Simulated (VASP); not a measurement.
# GaN (F-43m) in VASP: further runs

Runs on GaN. Level: r2SCAN. Tasks: single point.

All numbers are computed with VASP 6.6.1; they aren't measurements. Logs are shortened: lines on timing, memory, paths and dates and some standing lists are left out, and cuts for length are marked.

### Step 1. The cell of the first run

Symmetry: F-43m, No. 216, cubic system. The conventional cell has a = 4.542 Å, b = 4.542 Å, c = 4.542 Å, α = 90.00°, β = 90.00°, γ = 90.00°. Ga (site symmetry -43m) has 4 N at 1.97 Å within 2.6 Å. N (site symmetry -43m) has 4 Ga at 1.97 Å within 2.6 Å.

### Step 2. Single point, r2SCAN (volume changed by +3%)

Contents of POSCAR:

```
GaN
1.0
    0.0000000000      2.2712209436      2.2712209436
    2.2712209436      0.0000000000      2.2712209436
    2.2712209436      2.2712209436      0.0000000000
Ga N
1 1
Direct
    0.0000000000      0.0000000000      0.0000000000
    0.7500000000      0.7500000000      0.7500000000
```

Contents of INCAR.step1:

```
SYSTEM = GaN
PREC = Accurate ; ENCUT = 520
ISMEAR = 0 ; SIGMA = 0.01
LREAL = .FALSE. ; LASPH = .TRUE.
NELM = 80 ; NBANDS = 16
GGA = PE ; ALGO = Normal
EDIFF = 1E-4 ; LWAVE = .TRUE.
LCHARG = .FALSE.
```

Contents of INCAR.step2:

```
SYSTEM = GaN
PREC = Accurate ; ENCUT = 520
EDIFF = 1E-6 ; ISMEAR = 0
SIGMA = 0.01 ; LREAL = .FALSE.
LASPH = .TRUE. ; NELM = 80
ALGO = Normal ; ISIF = 2
LWAVE = .FALSE. ; LCHARG = .FALSE.
METAGGA = R2SCAN ; LMIXTAU = .TRUE.
NBANDS = 16 ; ISTART = 1
```

Contents of KPOINTS:

```
Automatic mesh
0
G
  8 8 8
  0 0 0
```

Potentials or basis: VASP PAW PBE potentials, release 64 (Ga_d, N).

Launch:

```console
> cat potpaw_PBE.64/Ga_d/POTCAR potpaw_PBE.64/N/POTCAR > POTCAR
> cp INCAR.step1 INCAR
> mpirun -np 1 vasp_std > vasp.out
> cp INCAR.step2 INCAR
> mpirun -np 1 vasp_std > vasp.out
```

OUTCAR:

```text
SYSTEM = GaN
   PREC = Accurate
   ENCUT = 520
   EDIFF = 1E-6
   ISMEAR = 0
   LREAL = .FALSE.
   LASPH = .TRUE.
   NELM = 80
   ISIF = 2
   METAGGA = R2SCAN
   ISTART = 1

 ion  position               nearest neighbor table
   1  0.000  0.000  0.000-   2 1.97   2 1.97   2 1.97   2 1.97
   2  0.750  0.750  0.750-   1 1.97   1 1.97   1 1.97   1 1.97

  LATTYP: Found a face centered cubic cell.
 ALAT       =     4.5424418872

  Lattice vectors:

 A1 = (   0.0000000000,   2.2712209436,   2.2712209436)
 A2 = (   2.2712209436,   0.0000000000,   2.2712209436)
 A3 = (   2.2712209436,   2.2712209436,   0.0000000000)

Analysis of symmetry for initial positions (statically):
=====================================================================
 Subroutine PRICEL returns:
 Original cell was already a primitive cell.

 Routine SETGRP: Setting up the symmetry group for a
 face centered cubic supercell.

 Subroutine GETGRP returns: Found 24 space group operations
 (whereof 24 operations were pure point group operations)
 out of a pool of 48 trial point group operations.

The static configuration has the point symmetry T_d .

Analysis of symmetry for dynamics (positions and initial velocities):
=====================================================================
 Subroutine PRICEL returns:
 Original cell was already a primitive cell.

 Routine SETGRP: Setting up the symmetry group for a
 face centered cubic supercell.

 Subroutine GETGRP returns: Found 24 space group operations
 (whereof 24 operations were pure point group operations)
 out of a pool of 48 trial point group operations.

The dynamic configuration has the point symmetry T_d .

 Subroutine INISYM returns: Found 24 space group operations
 (whereof 24 operations are pure point group operations),
 and found     1 'primitive' translations

----------------------------------------------------------------------------------------

                                     Primitive cell

  volume of cell :      23.4319

  direct lattice vectors                    reciprocal lattice vectors
     0.000000000  2.271220944  2.271220944    -0.220145909  0.220145909  0.220145909
     2.271220944  0.000000000  2.271220944     0.220145909 -0.220145909  0.220145909
     2.271220944  2.271220944  0.000000000     0.220145909  0.220145909 -0.220145909

  length of vectors
     3.211991462  3.211991462  3.211991462     0.381303900  0.381303900  0.381303900

  position of ions in fractional coordinates (direct lattice)
     0.000000000  0.000000000  0.000000000
     0.750000000  0.750000000  0.750000000

  ion indices of the primitive-cell ions
   primitive index   ion index
                 1           1
                 2           2

----------------------------------------------------------------------------------------

 KPOINTS: Automatic mesh

Automatic generation of k-mesh.
 Grid dimensions read from file:
 generate k-points for:    8    8    8

 Generating k-lattice:

  Cartesian coordinates                     Fractional coordinates (reciprocal lattice)
    -0.027518239  0.027518239  0.027518239     0.125000000  0.000000000  0.000000000
     0.027518239 -0.027518239  0.027518239     0.000000000  0.125000000  0.000000000
     0.027518239  0.027518239 -0.027518239     0.000000000  0.000000000  0.125000000

  Length of vectors
     0.047662988  0.047662988  0.047662988

  Shift w.r.t. Gamma in fractional coordinates (k-lattice)
     0.000000000  0.000000000  0.000000000

 Subroutine IBZKPT returns following result:
 ===========================================

 Found     29 irreducible k-points:

 Following reciprocal coordinates:
            Coordinates               Weight
  0.000000  0.000000  0.000000      1.000000
  0.125000  0.000000  0.000000      8.000000
  0.250000  0.000000  0.000000      8.000000
  0.375000  0.000000  0.000000      8.000000
  0.500000  0.000000  0.000000      4.000000
  0.125000  0.125000  0.000000      6.000000
[... 16 lines left out ...]
  0.500000  0.250000  0.125000     48.000000
 -0.375000  0.250000  0.125000     24.000000
 [... further k-points ...]
   k-points           NKPTS =     29   k-points in BZ     NKDIM =     29   number of bands    NBANDS=     16
   number of dos      NEDOS =    301   number of ions     NIONS =      2
   total plane-waves  NPLWV =  13824
   dimension x,y,z NGX =    24 NGY =   24 NGZ =   24
   dimension x,y,z NGXF=    48 NGYF=   48 NGZF=   48
   ions per type =               1   1
   NGX,Y,Z   is equivalent  to a cutoff of  12.42, 12.42, 12.42 a.u.
   NGXF,Y,Z  is equivalent  to a cutoff of  24.84, 24.84, 24.84 a.u.
 SYSTEM =  GaN
   PREC   = accura    normal or accurate (medium, high low for compatibility)
   ISTART =      1    job   : 0-new  1-cont  2-samecut
   ICHARG =      0    charge: 1-file 2-atom 10-const
   ISPIN  =      1    spin polarized calculation?
   LNONCOLLINEAR =      F non collinear calculations
   LSORBIT =      F    spin-orbit coupling
   LASPH  =      T    aspherical Exc in radial PAW
   ENCUT  =  520.0 eV  38.22 Ry    6.18 a.u.   5.97  5.97  5.97*2*pi/ulx,y,z
   NELM   =     80;   NELMIN=  2; NELMDL=  0     # of ELM steps
   EDIFF  = 0.1E-05   stopping-criterion for ELM
   LREAL  =      F    real-space projection
   EDIFFG = 0.1E-04   stopping-criterion for IOM
   NSW    =      0    number of steps for IOM
   IBRION =     -1    ionic relax: 0-MD 1-quasi-New 2-CG
   NFREE  =      0    steps in history (QN), initial steepest desc. (CG)
   ISIF   =      2    stress and relaxation
   ISYM   =      2    0-nonsym 1-usesym 2-fastsym
   POTIM  = 0.5000    time-step for ionic-motion
   TEBEG  =    0.0;   TEEND  =   0.0 temperature during run
   PSTRESS=    0.0 pullay stress
   NELECT =      18.0000    total number of electrons
   NUPDOWN=      -1.0000    fix difference up-down
   EMIN   =  10.00;   EMAX   =-10.00  energy-range for DOS
   EFERMI =   0.00;   METHOD = LEGACY
   ISMEAR =     0;   SIGMA  =   0.01  broadening in eV -4-tet -1-fermi 0-gaus
   EFERMI_NEDOS =   21; number of points for ismear=-14 and -15
   IALGO  =     38    algorithm
   IMIX   =      4    mixing-type and parameters
     AMIX     =   0.40;   BMIX     =  1.00
     AMIX_MAG =   1.60;   BMIX_MAG =  1.00
  volume/ion in A,a.u.               =      11.72        79.06
[... 37 lines left out ...]
      3      -9.0510      2.00000
      4      -9.0510      2.00000
      5      -8.7252      2.00000
      6      -8.7252      2.00000
[... 8 lines left out ...]
     15      24.3024      0.00000
     16      24.3024      0.00000

 k-point     2 :       0.1250    0.0000    0.0000
  band No.  band energies     occupation
      1     -11.6052      2.00000
      2      -9.0310      2.00000
      3      -9.0309      2.00000
      4      -8.9827      2.00000
      5      -8.7265      2.00000
      6      -8.7265      2.00000
[... 8 lines left out ...]
     15      22.6021      0.00000
     16      22.6896      0.00000

 k-point     3 :       0.2500    0.0000    0.0000
  band No.  band energies     occupation
      1     -11.2407      2.00000
      2      -8.9907      2.00000
      3      -8.9907      2.00000
      4      -8.7206      2.00000
      5      -8.7206      2.00000
      6      -8.6864      2.00000
[... 8 lines left out ...]
     15      22.2228      0.00000
     16      22.2228      0.00000

 k-point     4 :       0.3750    0.0000    0.0000
  band No.  band energies     occupation
      1     -10.9481      2.00000
      2      -8.9659      2.00000
      3      -8.9659      2.00000
      4      -8.6977      2.00000
      5      -8.6977      2.00000
      6      -8.0551      2.00000
[... 8 lines left out ...]
     15      23.7111      0.00000
     16      23.7111      0.00000

 k-point     5 :       0.5000    0.0000    0.0000
  band No.  band energies     occupation
      1     -10.8565      2.00000
      2      -8.9607      2.00000
      3      -8.9607      2.00000
      4      -8.6828      2.00000
      5      -8.6828      2.00000
      6      -7.6011      2.00000
[... 8 lines left out ...]
     15      25.1982      0.00000
     16      25.1983      0.00000

 k-point     6 :       0.1250    0.1250    0.0000
  band No.  band energies     occupation
      1     -11.5526      2.00000
      2      -9.0121      2.00000
      3      -9.0121      2.00000
      4      -8.9860      2.00000
      5      -8.7377      2.00000
      6      -8.7143      2.00000
[... 8 lines left out ...]
     15      25.0693      0.00000
     16      25.3950      0.00000

 k-point     7 :       0.2500    0.1250    0.0000
  band No.  band energies     occupation
      1     -11.2598      2.00000
      2      -8.9844      2.00000
      3      -8.9679      2.00000
      4      -8.8252      2.00000
      5      -8.7029      2.00000
      6      -8.6848      2.00000
[... 8 lines left out ...]
     15      24.2382      0.00000
     16      24.4416      0.00000

 k-point     8 :       0.3750    0.1250    0.0000
  band No.  band energies     occupation
      1     -10.9586      2.00000
      2      -8.9615      2.00000
      3      -8.9364      2.00000
      4      -8.7613      2.00000
      5      -8.6859      2.00000
      6      -8.1757      2.00000
[... 8 lines left out ...]
     15      23.6186      0.00000
     16      25.0782      0.00000

 k-point     9 :       0.5000    0.1250    0.0000
  band No.  band energies     occupation
      1     -10.8233      2.00000
      2      -8.9554      2.00000
      3      -8.9295      2.00000
      4      -8.7209      2.00000
      5      -8.6811      2.00000
      6      -7.5582      2.00000
[... 8 lines left out ...]
     15      24.1417      0.00000
     16      25.5573      0.00000
[... 172 lines left out ...]
 k-point    19 :       0.5000    0.3750    0.0000
  band No.  band energies     occupation
      1     -10.6913      2.00000
      2      -8.9230      2.00000
      3      -8.7887      2.00000
      4      -8.7818      2.00000
      5      -8.6620      2.00000
      6      -7.2976      2.00000
[... 8 lines left out ...]
     15      27.7055      0.00000
     16      28.6881      0.00000

 k-point    20 :      -0.3750    0.3750    0.0000
  band No.  band energies     occupation
      1     -10.6854      2.00000
      2      -8.9204      2.00000
      3      -8.8014      2.00000
      4      -8.7890      2.00000
      5      -8.6877      2.00000
      6      -7.0671      2.00000
[... 8 lines left out ...]
     15      26.0169      0.00000
     16      28.4363      0.00000

 k-point    21 :       0.5000    0.5000    0.0000
  band No.  band energies     occupation
      1     -10.6708      2.00000
      2      -8.9411      2.00000
      3      -8.7562      2.00000
      4      -8.7562      2.00000
      5      -8.6511      2.00000
      6      -7.2172      2.00000
[... 8 lines left out ...]
     15      27.0913      0.00000
     16      29.9395      0.00000

 k-point    22 :       0.3750    0.2500    0.1250
  band No.  band energies     occupation
      1     -11.0083      2.00000
      2      -8.9461      2.00000
      3      -8.9282      2.00000
      4      -8.8010      2.00000
      5      -8.6978      2.00000
      6      -8.3526      2.00000
[... 8 lines left out ...]
     15      24.5479      0.00000
     16      26.7776      0.00000

 k-point    23 :       0.5000    0.2500    0.1250
  band No.  band energies     occupation
      1     -10.8158      2.00000
      2      -8.9364      2.00000
      3      -8.8966      2.00000
      4      -8.7702      2.00000
      5      -8.6925      2.00000
      6      -7.7186      2.00000
[... 8 lines left out ...]
     15      24.6764      0.00000
     16      26.5536      0.00000

 k-point    24 :      -0.3750    0.2500    0.1250
  band No.  band energies     occupation
      1     -10.7548      2.00000
      2      -8.9399      2.00000
      3      -8.8847      2.00000
      4      -8.7447      2.00000
      5      -8.6954      2.00000
      6      -7.3172      2.00000
[... 8 lines left out ...]
     15      24.2432      0.00000
     16      26.5284      0.00000

 [... further k-points ...]

------------------------ aborting loop because EDIFF is reached ----------------------------------------

  FORCE on cell =-STRESS in cart. coord.  units (eV):
  Direction    XX          YY          ZZ          XY          YZ          ZX
  --------------------------------------------------------------------------------------
  -------------------------------------------------------------------------------------
  Total       -0.6572169     -0.6572169     -0.6572169      0.0000000      0.0000000      0.0000000
  in kB      -44.9377294    -44.9377294    -44.9377294      0.0000000      0.0000000      0.0000000
  external PRESSURE =     -44.9377294 kB  Pullay stress =       0.0000000 kB

 VOLUME and BASIS-vectors are now :
 -----------------------------------------------------------------------------
  energy-cutoff  :      520.00
  volume of cell :       23.43
      direct lattice vectors                 reciprocal lattice vectors
     0.000000000  2.271220944  2.271220944    -0.220145909  0.220145909  0.220145909
     2.271220944  0.000000000  2.271220944     0.220145909 -0.220145909  0.220145909
     2.271220944  2.271220944  0.000000000     0.220145909  0.220145909 -0.220145909

 POSITION                                       TOTAL-FORCE (eV/Angst)
 -----------------------------------------------------------------------------------
      0.00000      0.00000      0.00000        -0.000000     -0.000000     -0.000000
      3.40683      3.40683      3.40683         0.000000      0.000000      0.000000
 -----------------------------------------------------------------------------------
    total drift:                               -0.000012     -0.000012     -0.000012

  FREE ENERGIE OF THE ION-ELECTRON SYSTEM (eV)
  ---------------------------------------------------
  free  energy   TOTEN  =       -21.8890822294 eV

  energy  without entropy=      -21.8890822294  energy(sigma->0) =      -21.88908223
```

Run time: 15 s. Hardware: 1 thread of Intel Xeon 6975P-C (Granite Rapids), shared host; peak memory 0.14 GiB.

Results:

```
Free energy            : -21.8891 eV
Pressure               : -4.5 GPa
Band gap on the k mesh : 1.96 eV, direct
```

Levels at points of the mesh, in eV from the valence-band top:
```
           k point  band 6  band 7  band 8  band 9  band 10  band 11  band 12  band 13
(0.00, 0.00, 0.00)  -13.49    0.00    0.00    0.00     1.96    10.85    10.85    10.85
(0.50, 0.00, 0.00)  -12.37   -7.00   -0.97   -0.97     4.99     9.31    10.87    10.87
(0.50, 0.50, 0.00)  -11.98   -6.12   -2.70   -2.70     3.76     7.09    12.40    14.68
```

Caveat: the cell differs from its parent crystal (volume changed by +3%); the PAW data sets were made with another functional, which shifts forces and pressure a little.

### Step 3. Single point, r2SCAN (volume changed by +6%)

Contents of POSCAR:

```
GaN
1.0
    0.0000000000      2.2930609463      2.2930609463
    2.2930609463      0.0000000000      2.2930609463
    2.2930609463      2.2930609463      0.0000000000
Ga N
1 1
Direct
    0.0000000000      0.0000000000      0.0000000000
    0.7500000000      0.7500000000      0.7500000000
```

Contents of INCAR.step1:

```
PREC     = Accurate       # precision mode
ENCUT    = 520            # plane-wave cutoff, eV
ISMEAR   = 0              # smearing method
SIGMA    = 0.01           # smearing width, eV
LREAL    = False          # projectors in reciprocal space
LASPH    = True           # aspherical terms in the spheres
NELM     = 100            # most SCF steps
NBANDS   = 16             # bands
GGA      = PE             # functional
ALGO     = Normal         # electronic algorithm
EDIFF    = 1E-4           # SCF threshold, eV
LWAVE    = True           # write WAVECAR
LCHARG   = False          # write CHGCAR
```

Contents of INCAR.step2:

```
PREC     = Accurate       # precision mode
ENCUT    = 520            # plane-wave cutoff, eV
EDIFF    = 1E-6           # SCF threshold, eV
ISMEAR   = 0              # smearing method
SIGMA    = 0.01           # smearing width, eV
LREAL    = False          # projectors in reciprocal space
LASPH    = True           # aspherical terms in the spheres
NELM     = 100            # most SCF steps
ALGO     = Normal         # electronic algorithm
ISIF     = 2              # what is computed and relaxed
LWAVE    = False          # write WAVECAR
LCHARG   = False          # write CHGCAR
METAGGA  = R2SCAN         # meta-GGA
LMIXTAU  = True         
NBANDS   = 16             # bands
ISTART   = 1
```

Contents of KPOINTS:

```
regular mesh
0
Gamma
  8 8 8
```

Potentials or basis: VASP PAW PBE potentials, release 64 (Ga_d, N).

Launch:

```console
> cat potpaw_PBE.64/Ga_d/POTCAR potpaw_PBE.64/N/POTCAR > POTCAR
> cp INCAR.step1 INCAR
> mpirun -np 1 vasp_std > vasp.out
> cp INCAR.step2 INCAR
> mpirun -np 1 vasp_std > vasp.out
```

It took 14 s on 1 thread of Intel Xeon 6975P-C (Granite Rapids), shared host; peak memory 0.14 GiB.

Results (log left out):

- Free energy: -21.8603 eV
- Pressure: -9.1 GPa
- Band gap on the k mesh: 1.77 eV, direct

Levels at points of the mesh, in eV from the valence-band top:
```csv
k point,band 7,band 8,band 9,band 10,band 11,band 12
"(0.00, 0.00, 0.00)",0.00,0.00,0.00,1.77,10.66,10.66
"(0.50, 0.00, 0.00)",-6.82,-0.93,-0.93,4.79,9.16,10.72
"(0.50, 0.50, 0.00)",-6.00,-2.60,-2.60,3.74,6.91,12.19
```

Caveat: the cell differs from its parent crystal (volume changed by +6%); the PAW data sets were made with another functional, which shifts forces and pressure a little.

### Step 4. Single point, r2SCAN

This run uses another cell than the first one, of 11.37 Å³/atom, 0.971 times its volume.

Contents of POSCAR:

```
GaN
1.0
    0.0000000000      2.2489526376      2.2489526376
    2.2489526376      0.0000000000      2.2489526376
    2.2489526376      2.2489526376      0.0000000000
Ga N
1 1
Direct
    0.0000000000      0.0000000000      0.0000000000
    0.7500000000      0.7500000000      0.7500000000
```

Contents of INCAR.step1:

```
SYSTEM = GaN
PREC = Accurate
ENCUT = 520
ISMEAR = 0
SIGMA = 0.01
LREAL = .FALSE.
LASPH = .TRUE.
NELM = 80
NBANDS = 16
GGA = PE
ALGO = Normal
EDIFF = 1E-4
LWAVE = .TRUE.
LCHARG = .FALSE.
```

Contents of INCAR.step2:

```
SYSTEM = GaN
PREC = Accurate
ENCUT = 520
EDIFF = 1E-7
ISMEAR = 0
SIGMA = 0.01
LREAL = .FALSE.
LASPH = .TRUE.
NELM = 80
ALGO = Normal
ISIF = 2
LWAVE = .FALSE.
LCHARG = .FALSE.
METAGGA = R2SCAN
LMIXTAU = .TRUE.
NBANDS = 16
ISTART = 1
```

Contents of KPOINTS:

```
Automatic mesh
0
G
  10 10 10
  0 0 0
```

Launch:

```console
> cat potpaw_PBE.64/Ga_d/POTCAR potpaw_PBE.64/N/POTCAR > POTCAR
> cp INCAR.step1 INCAR
> mpirun -np 1 vasp_std > vasp.out
> cp INCAR.step2 INCAR
> mpirun -np 1 vasp_std > vasp.out
```

Run time: 26 s. Hardware: 1 thread of Intel Xeon 6975P-C (Granite Rapids), shared host; peak memory 0.15 GiB.

It converged, with:

| Item | Value |
| --- | --- |
| Free energy | -21.8964 eV |
| Pressure | 1.1 GPa |
| Band gap on the k mesh | 2.16 eV, direct |

Levels at points of the mesh, in eV from the valence-band top:
```csv
k point,band 6,band 7,band 8,band 9,band 10,band 11,band 12,band 13
"(0.00, 0.00, 0.00)",-13.48,0.00,0.00,0.00,2.16,11.04,11.04,11.04
"(0.50, 0.00, 0.00)",-12.35,-7.20,-1.00,-1.00,5.21,9.47,11.03,11.03
"(0.50, 0.50, 0.00)",-11.97,-6.24,-2.80,-2.80,3.77,7.28,12.63,15.01
```

Caveat: the PAW data sets were made with another functional, which shifts forces and pressure a little. r2SCAN opens gaps a little over a GGA but as a rule still falls short of measured ones.

### Step 5. Overview

| cell | k mesh | gap on the mesh (eV) | pressure (GPa) |
| --- | --- | --- | --- |
| a = 3.212 Å, angles 60.0°, 2 atoms | 8 × 8 × 8 | 1.96 | -4.5 |
| a = 3.243 Å, angles 60.0°, 2 atoms | 8 × 8 × 8 | 1.77 | -9.1 |
| a = 3.180 Å, angles 60.0°, 2 atoms | 10 × 10 × 10 | 2.16 | 1.1 |

Alike in all rows: task single point; level r2SCAN; potentials or basis VASP PAW PBE potentials, release 64 (Ga_d, N); no spin polarisation; cutoff (eV) 520; smearing gaussian 0.01 eV.

Caveats: the PAW data sets were made with another functional, which shifts forces and pressure a little.

Total energies depend on the potentials used, so only differences within one code and one set of settings carry meaning.
